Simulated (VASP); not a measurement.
# HfN (Fm-3m) in VASP: notebook

The runs below take HfN through single point, relaxation of cell and atoms, with PBE.

Program: VASP 6.6.1. These are calculated values, not measurements. Logs are shortened: lines on timing, memory, paths and dates and some standing lists are left out, and cuts for length are marked.

### Step 1. The cell of the first run

It takes space group Fm-3m (No. 225, cubic). The conventional cell has a = 4.548 Å, b = 4.548 Å, c = 4.548 Å, α = 90.00°, β = 90.00°, γ = 90.00°. Within 3.0 Å of Hf (site symmetry m-3m) lie 6 N at 2.27 Å. Within 3.0 Å of N (site symmetry m-3m) lie 6 Hf at 2.27 Å.

### Step 2. Single point, PBE

INCAR reads:

```
SYSTEM = HfN
  ALGO = Normal
  EDIFF = 1E-6
  ENCUT = 520
  GGA = PE
  ISIF = 2
  ISMEAR = 0
  LASPH = .TRUE.
  LCHARG = .FALSE.
  LREAL = .FALSE.
  LWAVE = .FALSE.
  NBANDS = 14
  NELM = 100
  PREC = Accurate
  SIGMA = 0.1
```

KPOINTS reads:

```
k-points
0
G
  16 16 16
  0 0 0
```

POSCAR reads:

```
HfN
1.0
    0.0000000000      2.2738965879      2.2738965879
    2.2738965879      0.0000000000      2.2738965879
    2.2738965879      2.2738965879      0.0000000000
Hf N
1 1
Direct
    0.0000000000      0.0000000000      0.0000000000
    0.5000000000      0.5000000000      0.5000000000
```

Potentials or basis: VASP PAW PBE potentials, release 64 (Hf_pv, N).

Run with:

```
cat potpaw_PBE.64/Hf_pv/POTCAR potpaw_PBE.64/N/POTCAR > POTCAR
mpirun -np 1 vasp_std > vasp.out
```

OUTCAR:

```text
SYSTEM = HfN
   EDIFF = 1E-6
   ENCUT = 520
   GGA = PE
   ISIF = 2
   ISMEAR = 0
   LASPH = .TRUE.
   LREAL = .FALSE.
   NELM = 100
   PREC = Accurate

 ion  position               nearest neighbor table
   1  0.000  0.000  0.000-   2 2.27   2 2.27   2 2.27   2 2.27   2 2.27   2 2.27
   2  0.500  0.500  0.500-   1 2.27   1 2.27   1 2.27   1 2.27   1 2.27   1 2.27

  LATTYP: Found a face centered cubic cell.
 ALAT       =     4.5477931758

  Lattice vectors:

 A1 = (   0.0000000000,   2.2738965879,   2.2738965879)
 A2 = (   2.2738965879,   0.0000000000,   2.2738965879)
 A3 = (   2.2738965879,   2.2738965879,   0.0000000000)

Analysis of symmetry for initial positions (statically):
=====================================================================
 Subroutine PRICEL returns:
 Original cell was already a primitive cell.

 Routine SETGRP: Setting up the symmetry group for a
 face centered cubic supercell.

 Subroutine GETGRP returns: Found 48 space group operations
[... 9 lines left out ...]

 Routine SETGRP: Setting up the symmetry group for a
 face centered cubic supercell.

 Subroutine GETGRP returns: Found 48 space group operations
[... 11 lines left out ...]
                                     Primitive cell

  volume of cell :      23.5148

  direct lattice vectors                    reciprocal lattice vectors
     0.000000000  2.273896588  2.273896588    -0.219886868  0.219886868  0.219886868
     2.273896588  0.000000000  2.273896588     0.219886868 -0.219886868  0.219886868
     2.273896588  2.273896588  0.000000000     0.219886868  0.219886868 -0.219886868

  length of vectors
     3.215775394  3.215775394  3.215775394     0.380855228  0.380855228  0.380855228

  position of ions in fractional coordinates (direct lattice)
     0.000000000  0.000000000  0.000000000
     0.500000000  0.500000000  0.500000000

  ion indices of the primitive-cell ions
   primitive index   ion index
                 1           1
                 2           2

----------------------------------------------------------------------------------------

 KPOINTS: k-points

Automatic generation of k-mesh.
 Grid dimensions read from file:
 generate k-points for:   16   16   16

 Generating k-lattice:

  Cartesian coordinates                     Fractional coordinates (reciprocal lattice)
    -0.013742929  0.013742929  0.013742929     0.062500000  0.000000000  0.000000000
     0.013742929 -0.013742929  0.013742929     0.000000000  0.062500000  0.000000000
     0.013742929  0.013742929 -0.013742929     0.000000000  0.000000000  0.062500000
[... 60 lines left out ...]
   NSW    =      0    number of steps for IOM
   IBRION =     -1    ionic relax: 0-MD 1-quasi-New 2-CG
   NFREE  =      0    steps in history (QN), initial steepest desc. (CG)
   ISIF   =      2    stress and relaxation
   ISYM   =      2    0-nonsym 1-usesym 2-fastsym
   POTIM  = 0.5000    time-step for ionic-motion
   TEBEG  =    0.0;   TEEND  =   0.0 temperature during run
   PSTRESS=    0.0 pullay stress
   NELECT =      15.0000    total number of electrons
   NUPDOWN=      -1.0000    fix difference up-down
   EMIN   =  10.00;   EMAX   =-10.00  energy-range for DOS
   EFERMI =   0.00;   METHOD = LEGACY
   ISMEAR =     0;   SIGMA  =   0.10  broadening in eV -4-tet -1-fermi 0-gaus
   EFERMI_NEDOS =   21; number of points for ismear=-14 and -15
   IALGO  =     38    algorithm
   IMIX   =      4    mixing-type and parameters
     AMIX     =   0.40;   BMIX     =  1.00
     AMIX_MAG =   1.60;   BMIX_MAG =  1.00
  volume/ion in A,a.u.               =      11.76        79.34
  Fermi-wavevector in a.u.,A,eV,Ry     =   1.409260  2.663116 27.021368  1.986015
  Thomas-Fermi vector in A             =   2.531334
   LORBIT       =      0    0 simple, 1 ext, 2 COOP (PROOUT), +10 PAW based schemes
   GGA     = PE    functional components
   LHFCALC =     F    Hartree Fock is set to
   AEXX    =    0.0000 exact exchange contribution
   IVDW    =     0    specifies the selected vdW correction
   LEPSILON=     F    determine dielectric tensor
   LRPA    =     F    only Hartree local field effects (RPA)
 non-spin polarized calculation
 Gauss-broadening in eV      SIGMA  =   0.10
  energy-cutoff  :      520.00
  volume of cell :       23.51
 maximum number of plane-waves:       648
   NGX = 11   NGY = 11   NGZ = 11

 number of electron      15.0000000 magnetization

 Free energy of the ion-electron system (eV)
  ---------------------------------------------------
  ext. energy  EPLUGINS =         0.00000000
  ---------------------------------------------------
  free energy    TOTEN  =       -21.75871131 eV

  energy without entropy =      -21.75574985  energy(sigma->0) =      -21.75723058

 E-fermi :   8.2101     XC(G=0): -12.6291

 val. band max:        8.2094289861   @ k =  -0.1250   0.0625   0.0000
 cond. band min:       8.2133859597   @ k =   0.3750   0.1250   0.0000
 fundamental gap:      0.0039569736
 Fermi energy:         8.2101102306

 k-point     1 :       0.0000    0.0000    0.0000
  band No.  band energies     occupation
      1     -23.0213      2.00000
      2     -23.0213      2.00000
      3     -23.0213      2.00000
      4      -9.1829      2.00000
      5       5.2059      2.00000
      6       5.2059      2.00000
      7       5.2059      2.00000
      8       7.8736      2.00000
      9       7.8736      2.00000
     10       7.8736      2.00000
     11       9.8200      0.00000
     12      10.1305      0.00000
     13      10.1305      0.00000
     14      17.7266      0.00000
[... 377 lines left out ...]
      1     -23.1099      2.00000
      2     -23.0437      2.00000
      3     -23.0232      2.00000
      4      -8.9577      2.00000
      5       4.1995      2.00000
      6       4.5627      2.00000
      7       4.8655      2.00000
      8       8.0314      1.98849
      9       8.0439      1.98123
     10       8.4680      0.00026
     11      10.1511      0.00000
     12      10.9284      0.00000
     13      11.1361      0.00000
     14      18.5026      0.00000

 [... further k-points ...]
[... 5 lines left out ...]
  --------------------------------------------------------------------------------------
  -------------------------------------------------------------------------------------
  Total       -0.3445918     -0.3445918     -0.3445918     -0.0000000     -0.0000000      0.0000000
  in kB      -23.4786658    -23.4786658    -23.4786658     -0.0000000     -0.0000000      0.0000000
  external PRESSURE =     -23.4786658 kB  Pullay stress =       0.0000000 kB

 VOLUME and BASIS-vectors are now :
 -----------------------------------------------------------------------------
  energy-cutoff  :      520.00
  volume of cell :       23.51
      direct lattice vectors                 reciprocal lattice vectors
     0.000000000  2.273896588  2.273896588    -0.219886868  0.219886868  0.219886868
     2.273896588  0.000000000  2.273896588     0.219886868 -0.219886868  0.219886868
     2.273896588  2.273896588  0.000000000     0.219886868  0.219886868 -0.219886868

 POSITION                                       TOTAL-FORCE (eV/Angst)
 -----------------------------------------------------------------------------------
      0.00000      0.00000      0.00000         0.000000     -0.000000      0.000000
      2.27390      2.27390      2.27390         0.000000      0.000000      0.000000
 -----------------------------------------------------------------------------------
    total drift:                                0.000000     -0.000000     -0.000000

  FREE ENERGIE OF THE ION-ELECTRON SYSTEM (eV)
  ---------------------------------------------------
  free  energy   TOTEN  =       -21.7587113067 eV

  energy  without entropy=      -21.7557498478  energy(sigma->0) =      -21.75723058
```

OSZICAR:

```text
N       E                     dE             d eps       ncg     rms          rms(c)
DAV:   1     0.394595772743E+02    0.39460E+02   -0.78795E+03  4076   0.101E+03
DAV:   2    -0.226893182400E+02   -0.62149E+02   -0.58303E+02  5332   0.238E+02
DAV:   3    -0.247571545815E+02   -0.20678E+01   -0.20601E+01  4648   0.359E+01
DAV:   4    -0.247650981428E+02   -0.79436E-02   -0.79421E-02  4894   0.258E+00
DAV:   5    -0.247651463241E+02   -0.48181E-04   -0.48182E-04  4610   0.177E-01    0.471E+01
DAV:   6    -0.218732592191E+02    0.28919E+01   -0.83347E+00  4432   0.220E+01    0.404E+01
DAV:   7    -0.217880480554E+02    0.85211E-01   -0.46056E-01  5110   0.604E+00    0.262E+01
DAV:   8    -0.217652055853E+02    0.22842E-01   -0.12229E-01  4666   0.300E+00    0.619E+00
DAV:   9    -0.217588192720E+02    0.63863E-02   -0.17585E-02  4576   0.107E+00    0.198E+00
DAV:  10    -0.217587460176E+02    0.73254E-04   -0.11017E-03  5374   0.319E-01    0.454E-01
DAV:  11    -0.217587134353E+02    0.32582E-04   -0.71802E-05  4990   0.839E-02    0.115E-01
DAV:  12    -0.217587114799E+02    0.19554E-05   -0.81329E-06  5462   0.241E-02    0.139E-02
DAV:  13    -0.217587113067E+02    0.17318E-06   -0.19662E-07  2684   0.466E-03
   1 F= -.21758711E+02 E0= -.21757231E+02  d E =-.296146E-02
```

Wall time 22 s (1 thread of Intel Xeon 6975P-C (Granite Rapids), shared host); peak memory 0.17 GiB.

What came out:

| Property | Result |
| --- | --- |
| Free energy | -21.7587 eV |
| Pressure | -2.3 GPa |

Levels at points of the mesh, in eV from the Fermi level:
| k point | band 4 | band 5 | band 6 | band 7 | band 8 | band 9 | band 10 | band 11 | band 12 | band 13 |
| --- | --- | --- | --- | --- | --- | --- | --- | --- | --- | --- |
| (0.00, 0.00, 0.00) | -17.39 | -3.00 | -3.00 | -3.00 | -0.34 | -0.34 | -0.34 | 1.61 | 1.92 | 1.92 |
| (0.50, 0.00, 0.00) | -14.78 | -8.77 | -6.08 | -6.08 | 3.19 | 3.60 | 3.60 | 4.32 | 8.60 | 8.60 |
| (0.50, 0.50, 0.00) | -16.31 | -5.41 | -3.72 | -3.68 | -3.68 | 3.99 | 5.36 | 5.37 | 5.37 | 7.75 |

Caveat: spin-orbit coupling is left out, which moves the levels of the heavy elements.

### Step 3. Single point, PBE

INCAR reads:

```
  ALGO = Normal
  EDIFF = 1E-6
  ENCUT = 520
  GGA = PE
  ISIF = 2
  ISMEAR = -1
  LASPH = True
  LCHARG = False
  LREAL = False
  LWAVE = False
  NBANDS = 14
  NELM = 100
  PREC = Accurate
  SIGMA = 0.15
```

KPOINTS reads:

```
k-points
0
Gamma
  16 16 16
```

POSCAR reads:

```
HfN
1.0
    0.0000000000      2.2743602394      2.2743602394
    2.2743602394      0.0000000000      2.2743602394
    2.2743602394      2.2743602394      0.0000000000
Hf N
1 1
Direct
    0.0000000000      0.0000000000      0.0000000000
    0.5000000000      0.5000000000      0.5000000000
```

Potentials or basis: VASP PAW PBE potentials, release 64 (Hf_pv, N).

Run with:

```
cat potpaw_PBE.64/Hf_pv/POTCAR potpaw_PBE.64/N/POTCAR > POTCAR
mpirun -np 1 vasp_std > vasp.out
```

Run time: 22 s. Hardware: 1 thread of Intel Xeon 6975P-C (Granite Rapids), shared host; peak memory 0.17 GiB.

Results (log left out):

```
Free energy : -21.7790 eV
Pressure    : -2.3 GPa
```

Levels at points of the mesh, in eV from the Fermi level:
```
           k point  band 4  band 5  band 6  band 7  band 8  band 9  band 10  band 11  band 12  band 13
(0.00, 0.00, 0.00)  -17.39   -3.01   -3.01   -3.01   -0.34   -0.34    -0.34     1.60     1.92     1.92
(0.50, 0.00, 0.00)  -14.79   -8.77   -6.08   -6.08    3.18    3.60     3.60     4.32     8.59     8.59
(0.50, 0.50, 0.00)  -16.31   -5.42   -3.72   -3.69   -3.69    3.99     5.35     5.37     5.37     7.74
```

Caveat: spin-orbit coupling is left out, which moves the levels of the heavy elements.

### Step 4. Relaxation of cell and atoms, PBE

This run uses another cell than the first one, of 11.53 Å³/atom, 0.980 times its volume.

INCAR reads:

```
ALGO     = Normal         # electronic algorithm
EDIFF    = 1E-6           # SCF threshold, eV
EDIFFG   = -0.005         # ionic threshold
ENCUT    = 600            # plane-wave cutoff, eV
GGA      = PE             # functional
IBRION   = 2              # ionic algorithm
ISIF     = 3              # what is computed and relaxed
ISMEAR   = 0              # smearing method
LASPH    = T              # aspherical terms in the spheres
LCHARG   = F              # write CHGCAR
LREAL    = F              # projectors in reciprocal space
LWAVE    = F              # write WAVECAR
NELM     = 80             # most SCF steps
NSW      = 100            # ionic steps
PREC     = Accurate       # precision mode
SIGMA    = 0.1            # smearing width, eV
```

KPOINTS is that of step 3.

POSCAR reads:

```
HfN
1.0
    0.0000000000      2.2590000000      2.2590000000
    2.2590000000      0.0000000000      2.2590000000
    2.2590000000      2.2590000000      0.0000000000
Hf N
1 1
Direct
    0.0000000000      0.0000000000      0.0000000000
    0.5000000000      0.5000000000      0.5000000000
```

Run with:

```
cat potpaw_PBE.64/Hf_pv/POTCAR potpaw_PBE.64/N/POTCAR > POTCAR
mpirun -np 1 vasp_std > vasp.out
```

Wall time 66 s (1 thread of Intel Xeon 6975P-C (Granite Rapids), shared host); peak memory 0.21 GiB.

It converged, with:

| Item | Value |
| --- | --- |
| Free energy | -21.7617 eV |
| Relaxed volume | 11.65 Å³/atom |
| Relaxed cell | a = 3.206 Å, b = 3.206 Å, c = 3.206 Å, α = 60.00°, β = 60.00°, γ = 60.00° |
| Space group after relaxing (to 0.05 Å) | Fm-3m (No. 225) |
| Energy gained by relaxing | 1.1 meV/atom |
| Ionic steps | 3 |
| Pressure after relaxing | 0.0 GPa |

Step by step:
| step | energy change (eV) | largest force (eV/Å) | pressure (GPa) | volume (Å³) |
| --- | --- | --- | --- | --- |
| 1 | 0.0000 | 0.0000 | 2.91 | 23.06 |
| 2 | 0.0053 | 0.0000 | -5.08 | 23.76 |
| 3 | -0.0022 | 0.0000 | -0.02 | 23.30 |

Final structure:
```
Hf N
1.0
     0.00000    2.26697    2.26697
     2.26697    0.00000    2.26697
     2.26697    2.26697    0.00000
Hf N
1 1
Cartesian
  0.0000 0.0000 0.0000
  2.2670 2.2670 2.2670
```

Levels at points of the mesh, in eV from the Fermi level:
```tsv
k point	band 5	band 6	band 7	band 8	band 9	band 10	band 11
(0.00, 0.00, 0.00)	-3.02	-3.02	-3.02	-0.34	-0.34	-0.34	1.70
(0.50, 0.00, 0.00)	-8.83	-6.13	-6.13	3.23	3.65	3.65	4.37
(0.50, 0.50, 0.00)	-5.42	-3.76	-3.69	-3.69	4.04	5.44	5.46
```

Caveat: spin-orbit coupling is left out, which moves the levels of the heavy elements. Zero-point motion and thermal expansion aren't in these numbers.

### Step 5. The runs side by side

| task | cell | cutoff (eV) | smearing | gap on the mesh (eV) | pressure (GPa) |
| --- | --- | --- | --- | --- | --- |
| single point | a = 3.216 Å, angles 60.0°, 2 atoms | 520 | gaussian 0.1 eV | none | -2.3 |
| single point | a = 3.216 Å, angles 60.0°, 2 atoms | 520 | fermi-dirac 0.15 eV | none | -2.3 |
| relaxation of cell and atoms | relaxed from a = 3.195 Å, angles 60.0°, 2 atoms | 600 | gaussian 0.1 eV | none | 0.0 |

Alike in all rows: level PBE; potentials or basis VASP PAW PBE potentials, release 64 (Hf_pv, N); no spin polarisation; k mesh 16 × 16 × 16.

Caveats: spin-orbit coupling is left out, which moves the levels of the heavy elements.

Total energies depend on the potentials used, so only differences within one code and one set of settings carry meaning.
